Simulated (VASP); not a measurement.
# MoS2 in VASP: a series of runs

MoS2 is run at these levels: PBEsol, PBE; tasks: single point.

All numbers are computed with VASP 6.6.1; they aren't measurements. Logs are shortened: lines on timing, memory, paths and dates and some standing lists are left out, and cuts for length are marked.

**1. The cell of the first run**

The cell holds a slab with vacuum, 3 atoms: a = 3.142 Å, b = 3.142 Å, c = 17.338 Å, α = 90.00°, β = 90.00°, γ = 120.00°.

**2. Single point, PBEsol**

The input, INCAR:

```
SYSTEM = MoS2
  PREC = Accurate
  ENCUT = 520
  EDIFF = 1E-7
  ISMEAR = -1
  SIGMA = 0.05
  LREAL = .FALSE.
  LASPH = .TRUE.
  NELM = 60
  ALGO = Normal
  ISIF = 2
  LWAVE = .FALSE.
  LCHARG = .FALSE.
  GGA = PS
  NBANDS = 20
```

The input, KPOINTS:

```
regular mesh
0
G
  10 10 2
  0 0 0
```

The input, POSCAR:

```
MoS2
1.0
    3.1418263282      0.0000000000      0.0000000000
   -1.5709131641      2.7209014145      0.0000000000
    0.0000000000      0.0000000000     17.3380436723
Mo S
1 2
Direct
    0.0000000000      0.0000000000      0.0000000000
    0.3333333333      0.6666666667      0.9101388284
    0.3333333333      0.6666666667      0.0898611716
```

Potentials or basis: VASP PAW PBE potentials, release 64 (Mo_sv, S).

The run is started by

```bash
$ cat potpaw_PBE.64/Mo_sv/POTCAR potpaw_PBE.64/S/POTCAR > POTCAR
$ mpirun -np 1 vasp_std > vasp.out
```

OUTCAR:

```text
SYSTEM = MoS2
   PREC = Accurate
   ENCUT = 520
   EDIFF = 1E-7
   ISMEAR = -1
   LREAL = .FALSE.
   LASPH = .TRUE.
   NELM = 60
   ISIF = 2
   GGA = PS

 ion  position               nearest neighbor table
   1  0.000  0.000  0.000-   2 2.39   3 2.39   2 2.39   3 2.39   2 2.39   3 2.39
   2  0.333  0.667  0.910-   1 2.39   1 2.39   1 2.39
   3  0.333  0.667  0.090-   1 2.39   1 2.39   1 2.39

  LATTYP: Found a hexagonal cell.
 ALAT       =     3.1418263282
 C/A-ratio  =     5.5184602397

  Lattice vectors:

 A1 = (   3.1418263282,   0.0000000000,   0.0000000000)
 A2 = (  -1.5709131641,   2.7209014145,   0.0000000000)
 A3 = (   0.0000000000,   0.0000000000,  17.3380436723)

Analysis of symmetry for initial positions (statically):
=====================================================================
 Subroutine PRICEL returns:
 Original cell was already a primitive cell.

 Routine SETGRP: Setting up the symmetry group for a
 hexagonal supercell.

 Subroutine GETGRP returns: Found 12 space group operations
 (whereof 12 operations were pure point group operations)
 out of a pool of 24 trial point group operations.

The static configuration has the point symmetry D_3h.

Analysis of symmetry for dynamics (positions and initial velocities):
=====================================================================
 Subroutine PRICEL returns:
 Original cell was already a primitive cell.

 Routine SETGRP: Setting up the symmetry group for a
 hexagonal supercell.

 Subroutine GETGRP returns: Found 12 space group operations
 (whereof 12 operations were pure point group operations)
 out of a pool of 24 trial point group operations.

The dynamic configuration has the point symmetry D_3h.

 Subroutine INISYM returns: Found 12 space group operations
 (whereof 12 operations are pure point group operations),
 and found     1 'primitive' translations

----------------------------------------------------------------------------------------

                                     Primitive cell

  volume of cell :     148.2160

  direct lattice vectors                    reciprocal lattice vectors
     3.141826328  0.000000000  0.000000000     0.318286212  0.183762630  0.000000000
    -1.570913164  2.720901415  0.000000000     0.000000000  0.367525260  0.000000000
     0.000000000  0.000000000 17.338043672     0.000000000  0.000000000  0.057676634

  length of vectors
[... 76 lines left out ...]
   ISTART =      0    job   : 0-new  1-cont  2-samecut
   ICHARG =      2    charge: 1-file 2-atom 10-const
   ISPIN  =      1    spin polarized calculation?
   LNONCOLLINEAR =      F non collinear calculations
   LSORBIT =      F    spin-orbit coupling
   LASPH  =      T    aspherical Exc in radial PAW
   ENCUT  =  520.0 eV  38.22 Ry    6.18 a.u.   5.84  5.84 32.24*2*pi/ulx,y,z
   NELM   =     60;   NELMIN=  2; NELMDL= -5     # of ELM steps
   EDIFF  = 0.1E-06   stopping-criterion for ELM
   LREAL  =      F    real-space projection
   EDIFFG = 0.1E-05   stopping-criterion for IOM
   NSW    =      0    number of steps for IOM
   IBRION =     -1    ionic relax: 0-MD 1-quasi-New 2-CG
   NFREE  =      0    steps in history (QN), initial steepest desc. (CG)
   ISIF   =      2    stress and relaxation
   ISYM   =      2    0-nonsym 1-usesym 2-fastsym
   POTIM  = 0.5000    time-step for ionic-motion
   TEBEG  =    0.0;   TEEND  =   0.0 temperature during run
   PSTRESS=    0.0 pullay stress
   NELECT =      26.0000    total number of electrons
   NUPDOWN=      -1.0000    fix difference up-down
   EMIN   =  10.00;   EMAX   =-10.00  energy-range for DOS
   EFERMI =   0.00;   METHOD = LEGACY
   ISMEAR =    -1;   SIGMA  =   0.05  broadening in eV -4-tet -1-fermi 0-gaus
   EFERMI_NEDOS =   21; number of points for ismear=-14 and -15
   IALGO  =     38    algorithm
   IMIX   =      4    mixing-type and parameters
     AMIX     =   0.40;   BMIX     =  1.00
     AMIX_MAG =   1.60;   BMIX_MAG =  1.00
  volume/ion in A,a.u.               =      49.41       333.40
  Fermi-wavevector in a.u.,A,eV,Ry     =   0.916433  1.731808 11.426856  0.839850
  Thomas-Fermi vector in A             =   2.041288
   LORBIT       =      0    0 simple, 1 ext, 2 COOP (PROOUT), +10 PAW based schemes
   GGA     = PS    functional components
   LHFCALC =     F    Hartree Fock is set to
   AEXX    =    0.0000 exact exchange contribution
   IVDW    =     0    specifies the selected vdW correction
   LEPSILON=     F    determine dielectric tensor
   LRPA    =     F    only Hartree local field effects (RPA)
 non-spin polarized calculation
  energy-cutoff  :      520.00
  volume of cell :      148.22
 maximum number of plane-waves:      4016
 NGX is ok and might be reduce to    24
   NGX = 11   NGY = 11   NGZ = 65

 number of electron      26.0000000 magnetization

 Free energy of the ion-electron system (eV)
  ---------------------------------------------------
  ext. energy  EPLUGINS =         0.00000000
  ---------------------------------------------------
  free energy    TOTEN  =       -23.42515319 eV

  energy without entropy =      -23.42515319  energy(sigma->0) =      -23.42515319

 E-fermi :  -0.4456     XC(G=0):  -4.4641

 val. band max:       -1.4339516138   @ k =   0.0000   0.0000   0.0000
 cond. band min:       0.5866443468   @ k =   0.3000   0.3000   0.0000
 fundamental gap:      2.0205959606
 Fermi energy:        -0.4456244461

 k-point     1 :       0.0000    0.0000    0.0000
  band No.  band energies     occupation
      1     -62.0588      2.00000
      2     -36.2700      2.00000
      3     -36.0076      2.00000
      4     -36.0076      2.00000
      5     -15.5770      2.00000
      6     -14.2157      2.00000
[... 541 lines left out ...]
     19       7.1066      0.00000
     20       7.2736      0.00000

 [... further k-points ...]
[... 5 lines left out ...]
  --------------------------------------------------------------------------------------
  -------------------------------------------------------------------------------------
  Total       -0.0415712     -0.0415712     -0.0241317      0.0000000      0.0000000      0.0000000
  in kB       -0.4493740     -0.4493740     -0.2608578      0.0000000      0.0000000      0.0000000
  external PRESSURE =      -0.3865352 kB  Pullay stress =       0.0000000 kB

 VOLUME and BASIS-vectors are now :
 -----------------------------------------------------------------------------
  energy-cutoff  :      520.00
  volume of cell :      148.22
      direct lattice vectors                 reciprocal lattice vectors
     3.141826328  0.000000000  0.000000000     0.318286212  0.183762630  0.000000000
    -1.570913164  2.720901415  0.000000000     0.000000000  0.367525260  0.000000000
     0.000000000  0.000000000 17.338043672     0.000000000  0.000000000  0.057676634

 POSITION                                       TOTAL-FORCE (eV/Angst)
 -----------------------------------------------------------------------------------
      0.00000      0.00000      0.00000         0.000000     -0.000000      0.000000
     -0.00000      1.81393     15.78003        -0.000000      0.000000      0.000092
     -0.00000      1.81393      1.55802        -0.000000     -0.000000     -0.000092
 -----------------------------------------------------------------------------------
    total drift:                                0.000000     -0.000000     -0.000000

  FREE ENERGIE OF THE ION-ELECTRON SYSTEM (eV)
  ---------------------------------------------------
  free  energy   TOTEN  =       -23.4251531863 eV

  energy  without entropy=      -23.4251531858  energy(sigma->0) =      -23.42515319
```

OSZICAR:

```text
N       E                     dE             d eps       ncg     rms          rms(c)
DAV:   1     0.155582475527E+03    0.15558E+03   -0.12458E+04  1432   0.108E+03
DAV:   2    -0.149885906045E+02   -0.17057E+03   -0.16692E+03  1500   0.253E+02
DAV:   3    -0.247405200283E+02   -0.97519E+01   -0.96666E+01  1500   0.534E+01
[... 14 lines left out ...]
DAV:  18    -0.234251216897E+02   -0.19098E-04   -0.68083E-07  1244   0.429E-03    0.320E-03
DAV:  19    -0.234251440229E+02   -0.22333E-04   -0.17934E-06  1324   0.471E-03    0.107E-03
DAV:  20    -0.234251504271E+02   -0.64042E-05   -0.29562E-07  1260   0.173E-03    0.732E-04
DAV:  21    -0.234251527517E+02   -0.23246E-05   -0.12341E-07  1084   0.854E-04    0.315E-04
DAV:  22    -0.234251531214E+02   -0.36963E-06   -0.13169E-08  1068   0.306E-04    0.107E-04
DAV:  23    -0.234251531863E+02   -0.64936E-07   -0.18081E-09   836   0.173E-04
   1 F= -.23425153E+02 E0= -.23425153E+02  d E =-.497341E-09
```

It took 44 s on 1 thread of Intel Xeon 6975P-C (Granite Rapids), shared host; peak memory 0.29 GiB.

What came out:

```yaml
Free_energy: -23.4252 eV
Band_gap_on_the_k_mesh: 2.02 eV, indirect (least direct gap 2.07 eV)
```

Levels at points of the mesh, in eV from the valence-band top:
```tsv
k point	band 11	band 12	band 13	band 14	band 15	band 16
(0.00, 0.00, 0.00)	-1.39	-1.39	0.00	2.97	2.97	3.25
(0.50, 0.00, 0.00)	-1.85	-0.81	-0.58	2.48	2.99	4.04
(0.00, 0.00, 0.50)	-1.39	-1.39	0.00	2.97	2.97	3.25
(0.50, 0.00, 0.50)	-1.85	-0.81	-0.58	2.48	2.99	4.04
```

Caveat: the PAW data sets were made with another functional, which shifts forces and pressure a little.

**3. Single point, PBE (volume scaled by 1.06)**

The input, INCAR:

```
SYSTEM = MoS2
PREC = Accurate ; ENCUT = 520
EDIFF = 1E-7 ; ISMEAR = -1
SIGMA = 0.05 ; LREAL = .False.
LASPH = .True. ; NELM = 60
ALGO = Normal ; ISIF = 2
LWAVE = .False. ; LCHARG = .False.
GGA = PE ; NBANDS = 20
```

The input, KPOINTS:

```
Automatic mesh
0
Gamma
  10 10 2
  0 0 0
```

The input, POSCAR:

```
MoS2
1.0
    3.2465757816      0.0000000000      0.0000000000
   -1.6232878908      2.8116171022      0.0000000000
    0.0000000000      0.0000000000     17.6745803806
Mo S
1 2
Direct
    0.0000000000      0.0000000000      0.0000000000
    0.3333333333      0.6666666667      0.9105070200
    0.3333333333      0.6666666667      0.0894929800
```

Potentials or basis: VASP PAW PBE potentials, release 64 (Mo_sv, S).

The run is started by

```bash
$ cat potpaw_PBE.64/Mo_sv/POTCAR potpaw_PBE.64/S/POTCAR > POTCAR
$ mpirun -np 1 vasp_std > vasp.out
```

Wall time 2.2 min (1 thread of Intel Xeon Platinum 8488C (Sapphire Rapids), shared host); peak memory 0.29 GiB.

It converged, with:

```yaml
Free_energy: -21.7926 eV
Largest_force: 0.683 eV/Å
Band_gap_on_the_k_mesh: 1.59 eV, indirect (least direct gap 1.77 eV)
```

Forces on the atoms (eV/Å):
```
Mo   0.000  0.000  0.000
S    0.000  0.000  0.683
S    0.000  0.000 -0.683
```

Levels at points of the mesh, in eV from the valence-band top:
```tsv
k point	band 10	band 11	band 12	band 13	band 14	band 15	band 16	band 17
(0.00, 0.00, 0.00)	-1.72	-1.53	-1.53	0.00	2.53	2.53	2.73	2.73
(0.50, 0.00, 0.00)	-3.08	-1.86	-1.08	-0.64	1.99	2.48	3.63	3.98
(0.00, 0.00, 0.50)	-1.72	-1.53	-1.53	0.00	2.53	2.53	2.73	2.73
(0.50, 0.00, 0.50)	-3.08	-1.86	-1.08	-0.64	1.99	2.48	3.63	3.98
```
